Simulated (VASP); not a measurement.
# Os (P6_3/mmc) in VASP: notebook

Runs on Os. Level: r2SCAN. Tasks: single point, relaxation of cell and atoms.

Everything below comes from runs of VASP 6.6.1. Logs are shortened: lines on timing, memory, paths and dates and some standing lists are left out, and cuts for length are marked.

### Step 1. The cell of the first run

It takes space group P6_3/mmc (No. 194, hexagonal). Conventional cell: a = 3.427 Å, b = 3.427 Å, c = 5.654 Å, α = 90.00°, β = 90.00°, γ = 120.00°. Within 2.8 Å of Os (site symmetry 3m) lie 4 Os at 2.10 to 2.12 Å.

### Step 2. Single point, r2SCAN

POSCAR

```
Os
1.0
    3.4265512802      0.0000000000      0.0000000000
   -1.7132756401      2.9674804561      0.0000000000
    0.0000000000      0.0000000000      5.6538096124
Os
4
Direct
    0.3333333333      0.6666666667      0.4375000000
    0.6666666667      0.3333333333      0.9375000000
    0.6666666667      0.3333333333      0.5625000000
    0.3333333333      0.6666666667      0.0625000000
```

INCAR.step1

```
SYSTEM = Os
PREC = Accurate ; ENCUT = 520
ISMEAR = 0 ; SIGMA = 0.1
LREAL = .FALSE. ; LASPH = .TRUE.
NELM = 100 ; NBANDS = 24
GGA = PE ; ALGO = Normal
EDIFF = 1E-4 ; LWAVE = .TRUE.
LCHARG = .FALSE.
```

INCAR.step2

```
SYSTEM = Os
PREC = Accurate ; ENCUT = 520
EDIFF = 1E-7 ; ISMEAR = 0
SIGMA = 0.1 ; LREAL = .FALSE.
LASPH = .TRUE. ; NELM = 100
ALGO = Normal ; ISIF = 2
LWAVE = .FALSE. ; LCHARG = .FALSE.
METAGGA = R2SCAN ; LMIXTAU = .TRUE.
NBANDS = 24 ; ISTART = 1
```

KPOINTS

```
regular mesh
0
G
  6 6 4
  0 0 0
```

Potentials or basis: VASP PAW PBE potentials, release 64 (Os).

Launch:

```sh
> cat potpaw_PBE.64/Os/POTCAR > POTCAR
> cp INCAR.step1 INCAR
> mpirun -np 1 vasp_std > vasp.out
> cp INCAR.step2 INCAR
> mpirun -np 1 vasp_std > vasp.out
```

OUTCAR:

```text
SYSTEM = Os
   PREC = Accurate
   ENCUT = 520
   EDIFF = 1E-7
   ISMEAR = 0
   LREAL = .FALSE.
   LASPH = .TRUE.
   NELM = 100
   ISIF = 2
   METAGGA = R2SCAN
   ISTART = 1

 ion  position               nearest neighbor table
   1  0.333  0.667  0.438-   3 2.10   3 2.10   3 2.10   4 2.12
   2  0.667  0.333  0.938-   4 2.10   4 2.10   4 2.10   3 2.12
   3  0.667  0.333  0.562-   1 2.10   1 2.10   1 2.10   2 2.12
   4  0.333  0.667  0.062-   2 2.10   2 2.10   2 2.10   1 2.12

  LATTYP: Found a hexagonal cell.
 ALAT       =     3.4265512802
 C/A-ratio  =     1.6500000000

  Lattice vectors:

 A1 = (   3.4265512802,   0.0000000000,   0.0000000000)
 A2 = (  -1.7132756401,   2.9674804561,   0.0000000000)
 A3 = (   0.0000000000,   0.0000000000,   5.6538096124)

Analysis of symmetry for initial positions (statically):
=====================================================================
 Subroutine PRICEL returns:
 Original cell was already a primitive cell.

 Routine SETGRP: Setting up the symmetry group for a
 hexagonal supercell.

 Subroutine GETGRP returns: Found 24 space group operations
 (whereof 12 operations were pure point group operations)
 out of a pool of 24 trial point group operations.

The static configuration has the point symmetry D_3d.
 The point group associated with its full space group is D_6h.

Analysis of symmetry for dynamics (positions and initial velocities):
=====================================================================
 Subroutine PRICEL returns:
 Original cell was already a primitive cell.

 Routine SETGRP: Setting up the symmetry group for a
 hexagonal supercell.

 Subroutine GETGRP returns: Found 24 space group operations
 (whereof 12 operations were pure point group operations)
 out of a pool of 24 trial point group operations.

The dynamic configuration has the point symmetry D_3d.
 The point group associated with its full space group is D_6h.

 Subroutine INISYM returns: Found 24 space group operations
 (whereof 12 operations are pure point group operations),
 and found     1 'primitive' translations

----------------------------------------------------------------------------------------

                                     Primitive cell

  volume of cell :      57.4892

  direct lattice vectors                    reciprocal lattice vectors
     3.426551280  0.000000000  0.000000000     0.291838621  0.168493106  0.000000000
    -1.713275640  2.967480456  0.000000000     0.000000000  0.336986213  0.000000000
     0.000000000  0.000000000  5.653809612     0.000000000  0.000000000  0.176871891

  length of vectors
     3.426551280  3.426551280  5.653809612     0.336986213  0.336986213  0.176871891

  position of ions in fractional coordinates (direct lattice)
     0.333333333  0.666666667  0.437500000
     0.666666667  0.333333333  0.937500000
     0.666666667  0.333333333  0.562500000
     0.333333333  0.666666667  0.062500000

  ion indices of the primitive-cell ions
   primitive index   ion index
                 1           1
                 2           2
                 3           3
                 4           4

----------------------------------------------------------------------------------------

 KPOINTS: regular mesh

Automatic generation of k-mesh.
 Grid dimensions read from file:
 generate k-points for:    6    6    4

 Generating k-lattice:

  Cartesian coordinates                     Fractional coordinates (reciprocal lattice)
     0.048639770  0.028082184  0.000000000     0.166666667  0.000000000  0.000000000
     0.000000000  0.056164369  0.000000000     0.000000000  0.166666667  0.000000000
     0.000000000  0.000000000  0.044217973     0.000000000  0.000000000  0.250000000

  Length of vectors
     0.056164369  0.056164369  0.044217973

  Shift w.r.t. Gamma in fractional coordinates (k-lattice)
     0.000000000  0.000000000  0.000000000

 Subroutine IBZKPT returns following result:
 ===========================================

 Found     21 irreducible k-points:

 Following reciprocal coordinates:
[... 39 lines left out ...]
  energy-cutoff  :      520.00
  volume of cell :       57.49
 maximum number of plane-waves:      1574
 NGX is ok and might be reduce to    28
   NGX = 13   NGY = 13   NGZ = 21

 number of electron      32.0000002 magnetization

 Free energy of the ion-electron system (eV)
  ---------------------------------------------------
  ext. energy  EPLUGINS =         0.00000000
  ---------------------------------------------------
  free energy    TOTEN  =      -196.25055352 eV

  energy without entropy =     -196.24079692  energy(sigma->0) =     -196.24567522

 E-fermi :   9.4785     XC(G=0): -14.4723

 val. band max:        9.3126875197   @ k =   0.0000   0.0000   0.5000
 cond. band min:       9.4950250031   @ k =   0.5000   0.0000   0.0000
 fundamental gap:      0.1823374834
 Fermi energy:         9.4784876171

 k-point     1 :       0.0000    0.0000    0.0000
  band No.  band energies     occupation
      1      -1.3437      2.00000
      2       1.0045      2.00000
      3       1.0045      2.00000
      4       2.0306      2.00000
      5       2.4015      2.00000
      6       2.4015      2.00000
[... 16 lines left out ...]
     23      14.9007      0.00000
     24      20.1293      0.00000

 k-point     2 :       0.1667    0.0000    0.0000
  band No.  band energies     occupation
      1      -0.6513      2.00000
      2       0.3221      2.00000
      3       0.9555      2.00000
      4       1.2070      2.00000
      5       2.5150      2.00000
      6       2.9940      2.00000
[... 16 lines left out ...]
     23      15.2469      0.00000
     24      20.2318      0.00000

 k-point     3 :       0.3333    0.0000    0.0000
  band No.  band energies     occupation
      1      -0.1839      2.00000
      2       0.4900      2.00000
      3       1.0773      2.00000
      4       1.3848      2.00000
      5       2.2821      2.00000
      6       2.9881      2.00000
[... 16 lines left out ...]
     23      15.2248      0.00000
     24      15.4878      0.00000
[... 433 lines left out ...]
 k-point    20 :       0.3333    0.1667    0.5000
  band No.  band energies     occupation
      1       0.8346      2.00000
      2       0.8346      2.00000
      3       1.5721      2.00000
      4       1.5721      2.00000
      5       3.0689      2.00000
      6       3.0689      2.00000
[... 16 lines left out ...]
     23      15.3988      0.00000
     24      15.3988      0.00000

 k-point    21 :       0.3333    0.3333    0.5000
  band No.  band energies     occupation
      1       0.5849      2.00000
      2       0.5849      2.00000
      3       1.5846      2.00000
      4       1.5846      2.00000
      5       2.9767      2.00000
      6       2.9767      2.00000
[... 16 lines left out ...]
     23      15.2993      0.00000
     24      15.2993      0.00000

------------------------ aborting loop because EDIFF is reached ----------------------------------------

  FORCE on cell =-STRESS in cart. coord.  units (eV):
  Direction    XX          YY          ZZ          XY          YZ          ZX
  --------------------------------------------------------------------------------------
  -------------------------------------------------------------------------------------
  Total       64.9026712     64.9026712     65.6219210     -0.0000000      0.0000000      0.0000000
  in kB     1808.7846807   1808.7846808   1828.8295868     -0.0000000      0.0000000      0.0000000
  external PRESSURE =    1815.4663161 kB  Pullay stress =       0.0000000 kB

 VOLUME and BASIS-vectors are now :
 -----------------------------------------------------------------------------
  energy-cutoff  :      520.00
  volume of cell :       57.49
      direct lattice vectors                 reciprocal lattice vectors
     3.426551280  0.000000000  0.000000000     0.291838621  0.168493106  0.000000000
    -1.713275640  2.967480456  0.000000000     0.000000000  0.336986213  0.000000000
     0.000000000  0.000000000  5.653809612     0.000000000  0.000000000  0.176871891

 POSITION                                       TOTAL-FORCE (eV/Angst)
 -----------------------------------------------------------------------------------
     -0.00000      1.97832      2.47354         0.000000      0.000000      0.481994
      1.71328      0.98916      5.30045        -0.000000     -0.000000      0.481994
      1.71328      0.98916      3.18027        -0.000000     -0.000000     -0.481994
     -0.00000      1.97832      0.35336         0.000000      0.000000     -0.481994
 -----------------------------------------------------------------------------------
    total drift:                               -0.000000      0.000000     -0.000000

  FREE ENERGIE OF THE ION-ELECTRON SYSTEM (eV)
  ---------------------------------------------------
  free  energy   TOTEN  =      -196.2505535188 eV

  energy  without entropy=     -196.2407969189  energy(sigma->0) =     -196.24567522
```

Run time: 91 s. Hardware: 1 thread of Intel Xeon Platinum 8488C (Sapphire Rapids), shared host; peak memory 0.19 GiB.

What came out:

```
Free energy            : -196.2506 eV
Pressure               : 181.5 GPa
Largest force          : 0.482 eV/Å
Band gap on the k mesh : zero (bands 16 and 17 overlap by 1.00 eV)
```

Forces on the atoms (eV/Å):
```
Os   0.000  0.000  0.482
Os   0.000  0.000  0.482
Os   0.000  0.000 -0.482
Os   0.000  0.000 -0.482
```

Caveat: the cell stands under pressure; the PAW data sets were made with another functional, which shifts forces and pressure a little; spin-orbit coupling is left out, which moves the levels of the heavy elements.

### Step 3. Single point, r2SCAN

This run uses another cell than the first one, of 21.03 Å³/atom.

POSCAR

```
Os
1.0
    3.8477327885      0.0000000000      0.0000000000
   -1.9238663942      3.3322343418      0.0000000000
    0.0000000000      0.0000000000      6.5599960902
Os
4
Direct
    0.3333333333      0.6666666667      0.4367307379
    0.6666666667      0.3333333333      0.9367307379
    0.6666666667      0.3333333333      0.5632692621
    0.3333333333      0.6666666667      0.0632692621
```

INCAR.step1

```
PREC = Accurate ; ENCUT = 520
ISMEAR = 0 ; SIGMA = 0.1
LREAL = F ; LASPH = T
NELM = 80 ; NBANDS = 24
GGA = PE ; ALGO = Normal
EDIFF = 1E-4 ; LWAVE = T
LCHARG = F
```

INCAR.step2

```
PREC = Accurate ; ENCUT = 520
EDIFF = 1E-6 ; ISMEAR = 0
SIGMA = 0.1 ; LREAL = F
LASPH = T ; NELM = 80
ALGO = Normal ; ISIF = 2
LWAVE = F ; LCHARG = F
METAGGA = R2SCAN ; LMIXTAU = T
NBANDS = 24 ; ISTART = 1
```

KPOINTS

```
Automatic mesh
0
Gamma
  6 6 4
```

Potentials or basis: VASP PAW PBE potentials, release 64 (Os).

Launch:

```sh
> cat potpaw_PBE.64/Os/POTCAR > POTCAR
> cp INCAR.step1 INCAR
> mpirun -np 1 vasp_std > vasp.out
> cp INCAR.step2 INCAR
> mpirun -np 1 vasp_std > vasp.out
```

It took 2 min on 1 thread of Intel Xeon Platinum 8488C (Sapphire Rapids), shared host; peak memory 0.22 GiB.

It converged, with:

* Free energy: -207.0320 eV
* Pressure: -1.2 GPa
* Largest force: 0.106 eV/Å
* Band gap on the k mesh: zero (bands 16 and 17 overlap by 0.39 eV)

Forces in eV/Å, atoms in the order of the input:
```
Os   0.000  0.000  0.106
Os   0.000  0.000  0.106
Os   0.000  0.000 -0.106
Os   0.000  0.000 -0.106
```

Stress tensor (GPa, compression positive):
```
-1.42  0.00  0.00
 0.00 -1.42  0.00
 0.00  0.00 -0.71
```

Levels at points of the mesh, in eV from the Fermi level:
| k point | band 12 | band 13 | band 14 | band 15 | band 16 | band 17 | band 18 | band 19 | band 20 | band 21 |
| --- | --- | --- | --- | --- | --- | --- | --- | --- | --- | --- |
| (0.00, 0.00, 0.00) | -3.52 | -1.76 | -0.90 | -0.58 | -0.58 | 0.37 | 0.37 | 2.17 | 2.17 | 2.83 |
| (0.50, 0.00, 0.00) | -1.87 | -1.43 | -1.28 | -0.82 | -0.42 | 0.22 | 1.52 | 1.52 | 2.33 | 2.85 |
| (0.00, 0.00, 0.50) | -3.77 | -1.84 | -1.84 | 0.05 | 0.05 | 0.05 | 0.05 | 2.46 | 2.46 | 2.46 |
| (0.50, 0.00, 0.50) | -3.00 | -2.12 | -2.12 | -0.25 | -0.25 | 1.52 | 1.52 | 1.88 | 1.88 | 2.06 |

Caveat: the PAW data sets were made with another functional, which shifts forces and pressure a little; spin-orbit coupling is left out, which moves the levels of the heavy elements.

### Step 4. Relaxation of cell and atoms, r2SCAN

POSCAR

```
Os
1.0
    3.4265512802      0.0000000000      0.0000000000
   -1.7132756401      2.9674804561      0.0000000000
    0.0000000000      0.0000000000      5.6538096124
Os
4
Direct
    0.3333333333      0.6666666667      0.4375000000
    0.6666666667      0.3333333333      0.9375000000
    0.6666666667      0.3333333333      0.5625000000
    0.3333333333      0.6666666667      0.0625000000
```

INCAR.step1

```
PREC = Accurate ; ENCUT = 600
ISMEAR = 0 ; SIGMA = 0.1
LREAL = False ; LASPH = True
NELM = 80 ; GGA = PE
ALGO = Normal ; EDIFF = 1E-4
LWAVE = True ; LCHARG = False
```

INCAR.step2

```
PREC = Accurate ; ENCUT = 600
EDIFF = 1E-7 ; ISMEAR = 0
SIGMA = 0.1 ; LREAL = False
LASPH = True ; NELM = 80
ALGO = Normal ; ISIF = 3
LWAVE = False ; LCHARG = False
METAGGA = R2SCAN ; LMIXTAU = True
IBRION = 2 ; NSW = 90
EDIFFG = -0.04 ; ISTART = 1
```

KPOINTS

```
regular mesh
0
Gamma
  6 6 4
```

Launch:

```sh
> cat potpaw_PBE.64/Os/POTCAR > POTCAR
> cp INCAR.step1 INCAR
> mpirun -np 1 vasp_std > vasp.out
> cp INCAR.step2 INCAR
> mpirun -np 1 vasp_std > vasp.out
```

Run time: 25 min. Hardware: 1 thread of Intel Xeon Platinum 8488C (Sapphire Rapids), shared host; peak memory 0.22 GiB.

Results (log left out):

```yaml
Free_energy: -207.0241 eV
Relaxed_volume: 20.94 Å³/atom
Relaxed_cell: a = 3.843 Å, b = 3.843 Å, c = 6.549 Å, α = 90.00°, β = 90.00°, γ = 120.00°
Space_group_after_relaxing_to_0.1_Å: P6_3/mmc (No. 194)
Pressure_after_relaxing: -0.2 GPa
Largest_force_after_relaxing: 0.029 eV/Å
Band_gap_on_the_k_mesh: zero (bands 16 and 17 overlap by 0.40 eV)
```

Forces in eV/Å, atoms in the order of the input:
```
Os   0.000  0.000 -0.029
Os   0.000  0.000 -0.029
Os   0.000  0.000  0.029
Os   0.000  0.000  0.029
```

Final structure:
```
Os
1.0
     3.84324    0.00000    0.00000
    -1.92162    3.32835    0.00000
     0.00000    0.00000    6.54901
Os
4
Direct
  0.33333 0.66667 0.43717
  0.66667 0.33333 0.93717
  0.66667 0.33333 0.56283
  0.33333 0.66667 0.06283
```

Levels at points of the mesh, in eV from the Fermi level:
```csv
k point,band 12,band 13,band 14,band 15,band 16,band 17,band 18,band 19,band 20
"(0.00, 0.00, 0.00)",-3.53,-1.76,-0.89,-0.59,-0.59,0.39,0.39,2.15,2.15
"(0.50, 0.00, 0.00)",-1.88,-1.42,-1.32,-0.82,-0.43,0.23,1.53,1.54,2.36
"(0.00, 0.00, 0.50)",-3.77,-1.86,-1.86,0.05,0.05,0.05,0.05,2.47,2.47
"(0.50, 0.00, 0.50)",-3.03,-2.13,-2.13,-0.24,-0.24,1.52,1.52,1.89,1.89
```

Caveat: the volume moved by over 15 % at a fixed basis, so the end points are rough; the PAW data sets were made with another functional, which shifts forces and pressure a little; spin-orbit coupling is left out, which moves the levels of the heavy elements.

### Step 5. Single point, r2SCAN

This run uses another cell than the first one, of 18.44 Å³/atom.

POSCAR

```
Os
1.0
    4.1899641940      0.0000000000      0.0000000000
   -2.0949820970      3.6286154330      0.0000000000
    0.0000000000      0.0000000000      4.8526157560
Os
4
Direct
    0.0000000000      0.0000000000      0.2500000000
    0.0000000000      0.0000000000      0.7500000000
    0.3333333333      0.6666666667      0.7500000000
    0.6666666667      0.3333333333      0.2500000000
```

INCAR.step1

```
SYSTEM = Os
  PREC = Accurate
  ENCUT = 520
  ISMEAR = 0
  SIGMA = 0.1
  LREAL = .FALSE.
  LASPH = .TRUE.
  NELM = 100
  NBANDS = 24
  GGA = PE
  ALGO = Normal
  EDIFF = 1E-4
  LWAVE = .TRUE.
  LCHARG = .FALSE.
```

INCAR.step2

```
SYSTEM = Os
  PREC = Accurate
  ENCUT = 520
  EDIFF = 1E-6
  ISMEAR = 0
  SIGMA = 0.1
  LREAL = .FALSE.
  LASPH = .TRUE.
  NELM = 100
  ALGO = Normal
  ISIF = 2
  LWAVE = .FALSE.
  LCHARG = .FALSE.
  METAGGA = R2SCAN
  LMIXTAU = .TRUE.
  NBANDS = 24
  ISTART = 1
```

KPOINTS

```
regular mesh
0
G
  12 12 10
  0 0 0
```

Launch:

```sh
> cat potpaw_PBE.64/Os/POTCAR > POTCAR
> cp INCAR.step1 INCAR
> mpirun -np 1 vasp_std > vasp.out
> cp INCAR.step2 INCAR
> mpirun -np 1 vasp_std > vasp.out
```

It took 4.8 min on 1 thread of Intel Xeon Platinum 8488C (Sapphire Rapids), shared host; peak memory 0.3 GiB.

Results (log left out):

```
Free energy            : -204.8235 eV
Pressure               : -0.2 GPa
Band gap on the k mesh : zero (bands 16 and 17 overlap by 2.15 eV)
```

Stress tensor (GPa, compression positive):
```
-0.52  0.00  0.00
 0.00 -0.52  0.00
 0.00  0.00  0.31
```

Levels at points of the mesh, in eV from the Fermi level:
```csv
k point,band 12,band 13,band 14,band 15,band 16,band 17,band 18,band 19,band 20,band 21
"(0.00, 0.00, 0.00)",-2.33,-2.33,-2.01,-2.01,-1.35,-0.53,0.58,0.58,0.98,1.18
"(0.50, 0.00, 0.00)",-2.71,-1.39,-0.45,-0.27,0.83,0.96,1.01,1.38,1.82,1.94
"(0.00, 0.00, 0.50)",-3.11,-1.79,-1.79,-1.79,-1.79,-0.69,-0.69,-0.03,-0.03,-0.03
"(0.50, 0.00, 0.50)",-3.71,-1.67,-1.67,0.08,0.08,0.35,0.35,0.53,0.53,1.26
```

Caveat: the PAW data sets were made with another functional, which shifts forces and pressure a little; spin-orbit coupling is left out, which moves the levels of the heavy elements.

### Step 6. Summary

```csv
task,cell,k mesh,cutoff (eV),gap on the mesh (eV),pressure (GPa),largest force (eV/Å)
single point,"a = 3.427, b = 3.427, c = 5.654 Å, angles 90.0, 90.0, 120.0°, 4 atoms, atomic positions A",6 × 6 × 4,520,none,181.5,0.48
single point,"a = 3.848, b = 3.848, c = 6.560 Å, angles 90.0, 90.0, 120.0°, 4 atoms, atomic positions B",6 × 6 × 4,520,none,-1.2,0.11
relaxation of cell and atoms,"relaxed from a = 3.427, b = 3.427, c = 5.654 Å, angles 90.0, 90.0, 120.0°, 4 atoms, atomic positions A",6 × 6 × 4,600,none,-0.2,0.03
single point,"a = 4.190, b = 4.190, c = 4.853 Å, angles 90.0, 90.0, 120.0°, 4 atoms, atomic positions C",12 × 12 × 10,520,none,-0.2,-
```

Alike in all rows: level r2SCAN; potentials or basis VASP PAW PBE potentials, release 64 (Os); no spin polarisation; smearing gaussian 0.1 eV.

Caveats: the PAW data sets were made with another functional, which shifts forces and pressure a little; spin-orbit coupling is left out, which moves the levels of the heavy elements; the cell stands under pressure (at least some runs); the volume moved by over 15 % at a fixed basis, so the end points are rough (at least some runs).

Absolute energies hang on the potentials; compare differences alone.

The gap in the log of VASP goes by the Fermi energy; the results here count the filled bands.